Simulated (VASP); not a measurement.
A run of VASP 6.6.1:

File INCAR:

```
ALGO = Normal
EDIFF = 1E-7
ENCUT = 520
ISIF = 2
ISMEAR = -1
LASPH = T
LCHARG = F
LREAL = F
LWAVE = F
NBANDS = 12
NELM = 60
PREC = Accurate
SIGMA = 0.1
```

File KPOINTS:

```
k-points
0
Gamma
  14 14 14
```

File POSCAR:

```
Cd
1.0
    0.0000000000      2.1237897273      2.1237897273
    2.1237897273      0.0000000000      2.1237897273
    2.1237897273      2.1237897273      0.0000000000
Cd
1
Direct
    0.0000000000      0.0000000000      0.0000000000
```

Potentials or basis: VASP PAW LDA potentials, release 64 (Cd).

Launch:

```sh
$ cat potpaw_LDA.64/Cd/POTCAR > POTCAR
$ mpirun -np 1 vasp_std > vasp.out
```

Hardware: 1 thread of AMD EPYC 7R43 64-Core Processor (Zen 3), on a shared host.

Q: Estimate the wall time of this run.

A: Run time: 38 s on 1 thread of AMD EPYC 7R43 64-Core Processor (Zen 3) (shared host), peak memory 0.1 GiB. Counts: scf iterations 11, k points 104.
